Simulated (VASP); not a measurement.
Set up this calculation in VASP 6.6.1, as the native input.

```yaml
Task: single point
Functional: PBE
Potentials_or_basis: VASP PAW PBE potentials, release 64 (Cs_sv, Pb_d, Cl)
Cutoff: 520 eV
k_mesh: 4 × 4 × 4
Occupations: gaussian, width 0.05 eV
Spin: non-collinear spin, zero start, spin-orbit coupling
Starting_moments: "[[0.0, 0.0, 0.0], [0.0, 0.0, 0.0], [0.0, 0.0, 0.0], [0.0, 0.0, 0.0], [0.0, 0.0, 0.0]] μB"
Dipole_correction: no
Further_INCAR_settings: ALGO = Normal; EDIFF = 1e-07; NBANDS = 59
```

The structure of CsPbCl3 lies in POSCAR:

```
CsPbCl3
1.0
    5.6969035197      0.0000000000      0.0000000000
    0.0000000000      5.6969035197      0.0000000000
    0.0000000000      0.0000000000      5.6969035197
Cs Pb Cl
1 1 3
Direct
    0.0000000000      0.0000000000      0.0000000000
    0.5000000000      0.5000000000      0.5000000000
    0.0000000000      0.5000000000      0.5000000000
    0.5000000000      0.5000000000      0.0000000000
    0.5000000000      0.0000000000      0.5000000000
```

These files were run (other wordings do the same):

INCAR

```
PREC     = Accurate       # precision mode
ENCUT    = 520            # plane-wave cutoff, eV
EDIFF    = 1E-7           # SCF threshold, eV
ISMEAR   = 0              # smearing method
SIGMA    = 0.05           # smearing width, eV
LREAL    = F              # projectors in reciprocal space
LASPH    = T              # aspherical terms in the spheres
NELM     = 150            # most SCF steps
ALGO     = Normal         # electronic algorithm
ISIF     = 2              # what is computed and relaxed
LWAVE    = F              # write WAVECAR
LCHARG   = T              # write CHGCAR
MAGMOM   = 0 0 0 0 0 0 0 0 0 0 0 0 0 0 0 # initial moments
LORBIT   = 11             # projections on sites
LSORBIT  = T              # spin-orbit coupling
GGA_COMPAT= F            
LORBMOM  = T            
GGA      = PE             # functional
LVHAR    = T            
NBANDS   = 59             # bands
```

KPOINTS

```
regular mesh
0
Gamma
  4 4 4
```

Potentials or basis: VASP PAW PBE potentials, release 64 (Cs_sv, Pb_d, Cl).

Command:

```sh
$ cat potpaw_PBE.64/Cs_sv/POTCAR potpaw_PBE.64/Pb_d/POTCAR potpaw_PBE.64/Cl/POTCAR > POTCAR
$ mpirun -np 1 vasp_ncl > vasp.out
```

Results of the run:

```
Pressure                                              : 0.4 GPa
Net moment                                            : 0.00 μB per cell
Valence electrons inside the program's atomic spheres : Cs 6.55; Pb 11.80; Cl 5.12
```

Run time: 4.3 min on 1 thread of Intel(R) Xeon(R) Platinum 8259CL CPU @ 2.50GHz (Skylake/Cascade Lake), with other jobs on the host, peak memory 0.64 GiB.
